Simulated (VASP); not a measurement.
Wanted: the native input for a VASP 6.6.1 run.

```yaml
Task: single point
Functional: PBE
Potentials_or_basis: VASP PAW PBE potentials, release 64 (Sn_d, O)
Cutoff: 520 eV
k_mesh: 10 × 10 × 10
Occupations: fermi-dirac, width 0.02 eV
Spin: no spin polarisation
Dipole_correction: no
Further_INCAR_settings: ALGO = Normal; EDIFF = 1e-06; NBANDS = 35
```

The structure of SnO2 lies in POSCAR:

```
SnO2
1.0
   -1.9996342317      1.9996342317      5.1012714375
    1.9996342317     -1.9996342317      5.1012714375
    1.9996342317      1.9996342317     -5.1012714375
Sn O
2 4
Direct
    0.7500000000      0.2500000000      0.5000000000
    0.0000000000      0.0000000000      0.0000000000
    0.5463404713      0.0463404713      0.5000000000
    0.7963404713      0.7963404713      0.0000000000
    0.2036595287      0.2036595287      0.0000000000
    0.9536595287      0.4536595287      0.5000000000
```

One way to write it, as run:

INCAR

```
SYSTEM = SnO2
PREC = Accurate ; ENCUT = 520
EDIFF = 1E-6 ; ISMEAR = -1
SIGMA = 0.02 ; LREAL = .FALSE.
LASPH = .TRUE. ; NELM = 80
ALGO = Normal ; ISIF = 2
LWAVE = .FALSE. ; LCHARG = .FALSE.
GGA = PE ; NBANDS = 35
```

KPOINTS

```
regular mesh
0
G
  10 10 10
  0 0 0
```

Potentials or basis: VASP PAW PBE potentials, release 64 (Sn_d, O).

Launch:

```bash
$ cat potpaw_PBE.64/Sn_d/POTCAR potpaw_PBE.64/O/POTCAR > POTCAR
$ mpirun -np 1 vasp_std > vasp.out
```

It gave:

| Item | Value |
| --- | --- |
| Pressure | 7.4 GPa |
| Largest force | 0.120 eV/Å |
| Band gap on the k mesh | 1.70 eV (least direct gap 2.09 eV) |

Caveat: the cell stands under pressure; spin-orbit coupling is left out, which moves the levels of the heavy elements.

Wall time 5.1 min on 1 thread of Intel(R) Xeon(R) Platinum 8559C (Emerald Rapids), with other jobs on the host, peak memory 0.46 GiB.
